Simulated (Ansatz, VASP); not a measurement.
## Na: VASP beside Ansatz

The input INCAR:

```
SYSTEM = Na
PREC = Accurate
ENCUT = 520
EDIFF = 1E-7
ISMEAR = 0
SIGMA = 0.15
LREAL = .False.
LASPH = .True.
NELM = 100
ALGO = Fast
ISIF = 2
LWAVE = .False.
LCHARG = .False.
GGA = CA
NBANDS = 14
```

The input KPOINTS:

```
regular mesh
0
Gamma
  15 15 8
  0 0 0
```

The input POSCAR:

```
Na
1.0
    3.6209798977      0.0000000000      0.0000000000
   -1.8104899489      3.1358605780      0.0000000000
    0.0000000000      0.0000000000      5.8981745703
Na
2
Direct
    0.1400154968      0.6666666667      0.2500000000
    0.8599845032      0.3333333333      0.7500000000
```

Input for Ansatz:

```yaml
crystal:
  lattice:
    - [3.6209798977, 0.0, 0.0]
    - [-1.8104899489, 3.135860578, 0.0]
    - [0.0, 0.0, 5.8981745703]
  atoms:
    - { symbol: Na, position: [0.1400154968, 0.6666666667, 0.25] }
    - { symbol: Na, position: [0.8599845032, 0.3333333333, 0.75] }
basis:
  ecutwfc: 520.0
kpoints:
  mp_grid: { grid: [15, 15, 8] }
hamiltonian:
  xc: lda
  pseudopotentials: { kind: paw }
scf:
  occupations: { method: gaussian, width: 0.15 }
output:
  forces: true
  stress: true
  eigenvalues: true
```

Change from the starting cell: mode 4 frozen in at -0.700 Å and mode 6 at +0.000 Å (largest displacements).

Alike in both runs: task single point; functional LDA; k mesh 15 × 15 × 8; occupations gaussian, width 0.15 eV; no spin polarisation.

```csv
,VASP,Ansatz
version,VASP 6.6.1,Ansatz 0.2.0
potentials or method,"VASP PAW LDA potentials, release 64 (Na_pv), cutoff 520 eV","scalar-relativistic, plane waves, PAW"
valence electrons in the cell,14,18
```

|  | VASP | Ansatz | Ansatz less VASP |
| --- | --- | --- | --- |
| gap on the k mesh at the Fermi level (eV) | none | none | - |
| pressure (GPa) | 0.0 | 0.1 | +0.16 |
| traceless stress, the component that is largest in VASP (GPa) | 1.07 | 1.07 | -0.001 |
| rms of the force components (eV/Å) | 0.093 | 0.093 | -0.0002 |

LDA's correlation is that of Perdew and Zunger in VASP and of Perdew and Wang (1992) in Ansatz. Atom by atom the forces differ by 0.000 eV/Å (rms over components). A gap of «none» marks a metal or a gap that the smearing closes. VASP's potentials hold 14 valence electrons a cell and Ansatz's 18, so a difference there can come from the potentials and not from the codes.
